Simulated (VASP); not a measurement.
BH3, 4 atoms in the cell. The cell holds a molecule in a box, 4 atoms: a = 15.000 Å, b = 15.500 Å, c = 16.000 Å, α = 90.00°, β = 90.00°, γ = 90.00°. 

```yaml
Program: VASP 6.6.1
Task: single point
Functional: PBE
Dispersion: D3(BJ)
Potentials_or_basis: VASP PAW PBE potentials, release 64 (B, H)
Cutoff: 520 eV
k_mesh: 1 × 1 × 1
Occupations: gaussian, width 0.005 eV
Spin: no spin polarisation
Dipole_correction: no
Further_INCAR_settings: ALGO = Normal; EDIFF = 1e-07; NBANDS = 11; ISYM = 0
```

Potentials or basis: VASP PAW PBE potentials, release 64 (B, H).

Command:

```bash
$ cat potpaw_PBE.64/B/POTCAR potpaw_PBE.64/H/POTCAR > POTCAR
$ mpirun -np 1 vasp_gam > vasp.out
```

Hardware: 1 thread of Intel(R) Xeon(R) 6975P-C (Granite Rapids) (shared host).

How long does it take, and how much memory?

It took 2.6 min on 1 thread of Intel(R) Xeon(R) 6975P-C (Granite Rapids), on a shared host, peak memory 2.1 GiB. Counts: scf iterations 24, k points 1.
